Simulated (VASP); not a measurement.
# SnO3 (I4/mmm) in VASP: notebook

The runs below take SnO3 through relaxation of cell and atoms, single point, with PBE.

Program: VASP 6.6.1. These are calculated values, not measurements. Logs are shortened: lines on timing, memory, paths and dates and some standing lists are left out, and cuts for length are marked.

## Step 1: The cell of the first run

The structure is tetragonal, space group I4/mmm (No. 139). Conventional cell: a = 3.761 Å, b = 3.761 Å, c = 8.576 Å, α = 90.00°, β = 90.00°, γ = 90.00°. Within 3.5 Å of Sn (site symmetry 4/mmm) lie 12 O at 2.66 to 2.85 Å. Within 3.5 Å of O (site symmetry -4m2) lie 8 O at 2.66 to 2.85 Å and 4 Sn at 2.85 Å. O (site symmetry 4/mmm) has 4 Sn at 2.66 Å and 8 O at 2.85 Å within 3.5 Å.

The cell was built from a structure type or drawn by symmetry, and may not be a known phase.

## Step 2: Relaxation of cell and atoms, PBE

File INCAR:

```
SYSTEM = SnO3
  PREC = Accurate
  ENCUT = 600
  EDIFF = 1E-6
  ISMEAR = 0
  SIGMA = 0.1
  LREAL = .FALSE.
  LASPH = .TRUE.
  NELM = 80
  ALGO = Normal
  ISIF = 3
  LWAVE = .FALSE.
  LCHARG = .FALSE.
  GGA = PE
  IBRION = 2
  NSW = 90
  EDIFFG = -0.04
```

File KPOINTS:

```
Automatic mesh
0
G
  6 6 6
  0 0 0
```

File POSCAR:

```
SnO3
1.0
   -1.8807422200      1.8807422200      4.2882045200
    1.8807422200     -1.8807422200      4.2882045200
    1.8807422200      1.8807422200     -4.2882045200
Sn O
1 3
Direct
    0.0000000000      0.0000000000      0.0000000000
    0.7500000000      0.2500000000      0.5000000000
    0.2500000000      0.7500000000      0.5000000000
    0.5000000000      0.5000000000      0.0000000000
```

Potentials or basis: VASP PAW PBE potentials, release 64 (Sn_d, O).

Started as:

```console
> cat potpaw_PBE.64/Sn_d/POTCAR potpaw_PBE.64/O/POTCAR > POTCAR
> mpirun -np 1 vasp_std > vasp.out
```

OUTCAR:

```text
SYSTEM = SnO3
   PREC = Accurate
   ENCUT = 600
   EDIFF = 1E-6
   ISMEAR = 0
   LREAL = .FALSE.
   LASPH = .TRUE.
   NELM = 80
   ISIF = 3
   GGA = PE
   IBRION = 2
   NSW = 90
   EDIFFG = -0.04

 ion  position               nearest neighbor table
   1  0.000  0.000  0.000-   4 2.66   4 2.66   4 2.66   4 2.66   2 2.85   2 2.85   3 2.85   3 2.85
                             3 2.85   2 2.85   3 2.85   2 2.85
   2  0.750  0.250  0.500-   1 2.85   1 2.85   1 2.85   1 2.85
   3  0.250  0.750  0.500-   1 2.85   1 2.85   1 2.85   1 2.85
   4  0.500  0.500  0.000-   1 2.66   1 2.66   1 2.66   1 2.66

  LATTYP: Found a body centered tetragonal cell.
 ALAT       =     3.7614844400
 C/A-ratio  =     2.2800596884

  Lattice vectors:

 A1 = (  -1.8807422200,   1.8807422200,   4.2882045200)
 A2 = (   1.8807422200,  -1.8807422200,   4.2882045200)
 A3 = (   1.8807422200,   1.8807422200,  -4.2882045200)

Analysis of symmetry for initial positions (statically):
=====================================================================
 Subroutine PRICEL returns:
 Original cell was already a primitive cell.

 Routine SETGRP: Setting up the symmetry group for a
 body centered tetragonal supercell.

 Subroutine GETGRP returns: Found 16 space group operations
 (whereof 16 operations were pure point group operations)
 out of a pool of 16 trial point group operations.

The static configuration has the point symmetry D_4h.

Analysis of symmetry for dynamics (positions and initial velocities):
=====================================================================
 Subroutine PRICEL returns:
 Original cell was already a primitive cell.

 Routine SETGRP: Setting up the symmetry group for a
 body centered tetragonal supercell.

 Subroutine GETGRP returns: Found 16 space group operations
 (whereof 16 operations were pure point group operations)
 out of a pool of 16 trial point group operations.

The dynamic configuration has the point symmetry D_4h.

 Subroutine INISYM returns: Found 16 space group operations
 (whereof 16 operations are pure point group operations),
 and found     1 'primitive' translations

----------------------------------------------------------------------------------------

                                     Primitive cell

  volume of cell :      60.6728

  direct lattice vectors                    reciprocal lattice vectors
    -1.880742220  1.880742220  4.288204520     0.000000000  0.265852489  0.116598916
     1.880742220 -1.880742220  4.288204520     0.265852489  0.000000000  0.116598916
[... 85 lines left out ...]
   LSORBIT =      F    spin-orbit coupling
   LASPH  =      T    aspherical Exc in radial PAW
   ENCUT  =  600.0 eV  44.10 Ry    6.64 a.u.  10.08 10.08 10.08*2*pi/ulx,y,z
   NELM   =     80;   NELMIN=  2; NELMDL= -5     # of ELM steps
   EDIFF  = 0.1E-05   stopping-criterion for ELM
   LREAL  =      F    real-space projection
   EDIFFG = -.4E-01   stopping-criterion for IOM
   NSW    =     90    number of steps for IOM
   IBRION =      2    ionic relax: 0-MD 1-quasi-New 2-CG
   NFREE  =      1    steps in history (QN), initial steepest desc. (CG)
   ISIF   =      3    stress and relaxation
   ISYM   =      2    0-nonsym 1-usesym 2-fastsym
   POTIM  = 0.5000    time-step for ionic-motion
   TEBEG  =    0.0;   TEEND  =   0.0 temperature during run
   PSTRESS=    0.0 pullay stress
   NELECT =      32.0000    total number of electrons
   NUPDOWN=      -1.0000    fix difference up-down
   EMIN   =  10.00;   EMAX   =-10.00  energy-range for DOS
   EFERMI =   0.00;   METHOD = LEGACY
   ISMEAR =     0;   SIGMA  =   0.10  broadening in eV -4-tet -1-fermi 0-gaus
   EFERMI_NEDOS =   21; number of points for ismear=-14 and -15
   IALGO  =     38    algorithm
   IMIX   =      4    mixing-type and parameters
     AMIX     =   0.40;   BMIX     =  1.00
     AMIX_MAG =   1.60;   BMIX_MAG =  1.00
  volume/ion in A,a.u.               =      15.17       102.36
  Fermi-wavevector in a.u.,A,eV,Ry     =   1.322696  2.499534 23.803740  1.749526
  Thomas-Fermi vector in A             =   2.452359
   LORBIT       =      0    0 simple, 1 ext, 2 COOP (PROOUT), +10 PAW based schemes
   GGA     = PE    functional components
   LHFCALC =     F    Hartree Fock is set to
   AEXX    =    0.0000 exact exchange contribution
   IVDW    =     0    specifies the selected vdW correction
   LEPSILON=     F    determine dielectric tensor
   LRPA    =     F    only Hartree local field effects (RPA)
 conjugate gradient relaxation of ions
 non-spin polarized calculation
 Gauss-broadening in eV      SIGMA  =   0.10
  energy-cutoff  :      600.00
  volume of cell :       60.67
 maximum number of plane-waves:      2042
   NGX = 21   NGY = 21   NGZ = 21

--------------------------------------- Ionic step        1  -------------------------------------------

 number of electron      32.0000001 magnetization

 Free energy of the ion-electron system (eV)
  ---------------------------------------------------
  ext. energy  EPLUGINS =         0.00000000
  ---------------------------------------------------
  free energy    TOTEN  =       -15.69053044 eV

  energy without entropy =      -15.65575274  energy(sigma->0) =      -15.67314159

 E-fermi :   2.1757     XC(G=0): -10.0896

 val. band max:        2.1741139649   @ k =  -0.3333   0.3333   0.3333
 cond. band min:       2.1770441384   @ k =   0.3333   0.3333   0.0000
 fundamental gap:      0.0029301735
 Fermi energy:         2.1756878275

 k-point     1 :       0.0000    0.0000    0.0000
  band No.  band energies     occupation
      1     -18.7825      2.00000
      2     -18.7825      2.00000
      3     -18.7363      2.00000
      4     -18.7363      2.00000
      5     -18.7168      2.00000
      6     -14.8519      2.00000
[... 650 lines left out ...]
  FREE ENERGIE OF THE ION-ELECTRON SYSTEM (eV)
  ---------------------------------------------------
  free  energy   TOTEN  =       -18.0987604526 eV

  energy  without entropy=      -18.0823914987  energy(sigma->0) =      -18.09057598

[... ionic steps 4 to 13 ...]

--------------------------------------- Ionic step       14  -------------------------------------------

 number of electron      31.9999994 magnetization

------------------------ aborting loop because EDIFF is reached ----------------------------------------
[... 71 lines left out ...]
--------------------------------------- Ionic step       16  -------------------------------------------

 number of electron      31.9999992 magnetization

 Free energy of the ion-electron system (eV)
  ---------------------------------------------------
  ext. energy  EPLUGINS =         0.00000000
  ---------------------------------------------------
  free energy    TOTEN  =       -18.15928909 eV

  energy without entropy =      -18.14678957  energy(sigma->0) =      -18.15303933

 E-fermi :   7.1727     XC(G=0): -12.1452

 val. band max:        7.1613901449   @ k =  -0.3333   0.3333   0.1667
 cond. band min:       7.3657022892   @ k =  -0.3333   0.3333   0.0000
 fundamental gap:      0.2043121443
 Fermi energy:         7.1726906796

 k-point     1 :       0.0000    0.0000    0.0000
  band No.  band energies     occupation
      1     -14.8397      2.00000
      2     -14.6176      2.00000
      3     -14.2938      2.00000
      4     -14.2938      2.00000
      5     -14.2823      2.00000
      6     -12.8891      2.00000
[... 574 lines left out ...]
  FREE ENERGIE OF THE ION-ELECTRON SYSTEM (eV)
  ---------------------------------------------------
  free  energy   TOTEN  =       -18.1592890945 eV

  energy  without entropy=      -18.1467895708  energy(sigma->0) =      -18.15303933

 reached required accuracy - stopping structural energy minimisation
```

OSZICAR:

```text
N       E                     dE             d eps       ncg     rms          rms(c)
DAV:   1     0.364585697887E+03    0.36459E+03   -0.17517E+04  1228   0.232E+03
DAV:   2     0.246072936901E+02   -0.33998E+03   -0.32833E+03  1432   0.592E+02
[... 162 lines left out ...]
DAV:   1    -0.181664393636E+02   -0.76652E-02   -0.32361E-01  1288   0.610E+00    0.545E-01
DAV:   2    -0.181624020013E+02    0.40374E-02   -0.16630E-02  1608   0.168E+00    0.353E-01
DAV:   3    -0.181602729224E+02    0.21291E-02   -0.35886E-03  1664   0.840E-01    0.194E-01
DAV:   4    -0.181592912672E+02    0.98166E-03   -0.16529E-03  1600   0.699E-01    0.338E-02
DAV:   5    -0.181592927269E+02   -0.14597E-05   -0.27153E-04  1300   0.165E-01    0.123E-02
DAV:   6    -0.181592894408E+02    0.32861E-05   -0.20055E-05  1564   0.616E-02    0.429E-03
DAV:   7    -0.181592890945E+02    0.34626E-06   -0.94518E-07   640   0.159E-02
  16 F= -.18159289E+02 E0= -.18153039E+02  d E =-.205480E-02
```

CONTCAR:

```text
SnO3
   1.00000000000000
    -1.5584685610427325    1.5584685610427325    4.2030249599620841
     1.5584685610427325   -1.5584685610427325    4.2030249599620841
     1.5584685610427325    1.5584685610427325   -4.2030249599620841
  Sn              O
     1     3
Direct
     0.0000000000000000    0.0000000000000000    0.0000000000000000
     0.7500000000000000    0.2500000000000000    0.5000000000000000
     0.2500000000000000    0.7500000000000000    0.5000000000000000
     0.5000000000000000    0.5000000000000000    0.0000000000000000

  0.00000000E+00  0.00000000E+00  0.00000000E+00
  0.00000000E+00  0.00000000E+00  0.00000000E+00
  0.00000000E+00  0.00000000E+00  0.00000000E+00
  0.00000000E+00  0.00000000E+00  0.00000000E+00
```

Run time: 5.2 min. Hardware: 1 thread of AMD EPYC 9R45 (Zen 5), shared host; peak memory 0.24 GiB.

Results:

```yaml
Free_energy: -18.1593 eV
Relaxed_volume: 10.21 Å³/atom
Relaxed_cell: a = 4.746 Å, b = 4.746 Å, c = 4.746 Å, α = 141.66°, β = 141.66°, γ = 55.34°
Space_group_after_relaxing_to_0.1_Å: I4/mmm (No. 139)
Energy_gained_by_relaxing: 617.2 meV/atom
Ionic_steps: 16
Pressure_after_relaxing: 0.0 GPa
Band_gap_on_the_k_mesh: zero (bands 16 and 17 overlap by 1.06 eV)
```

Step by step:
| step | energy change (eV) | largest force (eV/Å) | pressure (GPa) | volume (Å³) |
| --- | --- | --- | --- | --- |
| 1 | 0.0000 | 0.0000 | -22.57 | 60.67 |
| 2 | -2.2113 | 0.0000 | -12.58 | 43.76 |
| 3 | -2.4082 | 0.0000 | -0.70 | 39.70 |
| 4 | -2.4089 | 0.0000 | 0.80 | 39.34 |
| 5 | -2.4188 | 0.0000 | 0.81 | 39.40 |
| 6 | -2.4413 | 0.0000 | 1.05 | 39.57 |
| 7 | -2.4469 | 0.0000 | 5.30 | 39.77 |
| 8 | -2.4550 | 0.0000 | 2.39 | 39.67 |
| 9 | -2.4567 | 0.0000 | 3.72 | 39.73 |
| 10 | -2.4625 | 0.0000 | 2.80 | 40.09 |
| 11 | -2.4621 | 0.0000 | -0.21 | 41.18 |
| 12 | -2.4665 | 0.0000 | 1.59 | 40.56 |
| 13 | -2.4667 | 0.0000 | 1.19 | 40.70 |
| 14 | -2.4667 | 0.0000 | 1.33 | 40.67 |
| 15 | -2.4682 | 0.0000 | 0.81 | 40.73 |
| 16 | -2.4688 | 0.0000 | 0.00 | 40.83 |

Final structure:
```cif
data_structure
_symmetry_space_group_name_H-M 'P 1'
_symmetry_Int_Tables_number 1
_cell_length_a 4.7458
_cell_length_b 4.7458
_cell_length_c 4.7458
_cell_angle_alpha 141.658
_cell_angle_beta 141.658
_cell_angle_gamma 55.344
_cell_volume 40.83
loop_
_atom_site_label
_atom_site_type_symbol
_atom_site_fract_x
_atom_site_fract_y
_atom_site_fract_z
_atom_site_occupancy
Sn1 Sn 0.00000 0.00000 0.00000 1
O1 O 0.75000 0.25000 0.50000 1
O2 O 0.25000 0.75000 0.50000 1
O3 O 0.50000 0.50000 0.00000 1
```

Levels at points of the mesh, in eV from the Fermi level:
```tsv
k point	band 14	band 15	band 16	band 17	band 18	band 19
(0.00, 0.00, 0.00)	-3.13	-1.12	-0.40	0.90	0.90	7.59
(0.50, 0.00, 0.00)	-1.81	-1.74	-1.42	-0.35	3.45	3.93
(0.50, 0.50, 0.00)	-1.80	-1.41	-1.26	1.59	1.59	6.55
(0.50, 0.50, 0.50)	-2.80	-1.03	0.59	0.94	0.94	5.92
```

Caveat: the volume moved by over 15 % at a fixed basis, so the end points are rough; spin-orbit coupling is left out, which moves the levels of the heavy elements.

(Continued in part 2 of 2.)
